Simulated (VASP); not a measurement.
Wanted: the native input for a VASP 6.6.1 run.

```yaml
Task: relaxation of cell and atoms
Functional: LDA
Potentials_or_basis: VASP PAW LDA potentials, release 64 (Sc_sv, H, O)
Cutoff: 600 eV
k_mesh: 6 × 6 × 6
Occupations: gaussian, width 0.1 eV
Spin: no spin polarisation
Dipole_correction: no
Further_INCAR_settings: ALGO = Normal; EDIFF = 1e-06; IBRION = 2; EDIFFG = -0.05; NSW = 100; ISIF = 3
```

The structure of ScHO2 lies in POSCAR:

```
ScHO2
1.0
    1.6165890435      0.9333381194      4.5309241552
   -1.6165890435      0.9333381194      4.5309241552
    0.0000000000     -1.8666762389      4.5309241552
Sc H O
1 1 2
Direct
    0.0000000000      0.0000000000      0.0000000000
    0.5000000000      0.5000000000      0.5000000000
    0.5897010000      0.5897010000      0.5897010000
    0.4102990000      0.4102990000      0.4102990000
```

The input as run:

INCAR

```
SYSTEM = ScHO2
ALGO = Normal
EDIFF = 1E-6
EDIFFG = -0.05
ENCUT = 600
GGA = CA
IBRION = 2
ISIF = 3
ISMEAR = 0
LASPH = .TRUE.
LCHARG = .FALSE.
LREAL = .FALSE.
LWAVE = .FALSE.
NELM = 80
NSW = 100
PREC = Accurate
SIGMA = 0.1
```

KPOINTS

```
k-points
0
G
  6 6 6
  0 0 0
```

Potentials or basis: VASP PAW LDA potentials, release 64 (Sc_sv, H, O).

The run is started by

```sh
$ cat potpaw_LDA.64/Sc_sv/POTCAR potpaw_LDA.64/H/POTCAR potpaw_LDA.64/O/POTCAR > POTCAR
$ mpirun -np 1 vasp_std > vasp.out
```

Results of the run:

The relaxed volume is 9.70 Å³/atom, the relaxed cell is a = 4.815 Å, b = 4.815 Å, c = 4.815 Å, α = 38.46°, β = 38.46°, γ = 38.46° and the space group after relaxing (to 0.1 Å) is R-3m (No. 166). The energy gained by relaxing is 16.4 meV/atom. The ionic steps are 6 and the pressure after relaxing is 0.2 GPa. The largest force after relaxing is 0.009 eV/Å. The band gap on the k mesh is 4.05 eV (least direct gap 4.44 eV).

Wall time 2.5 min on 1 thread of Intel(R) Xeon(R) Platinum 8375C CPU @ 2.90GHz (Ice Lake), with other jobs on the host, peak memory 0.21 GiB.
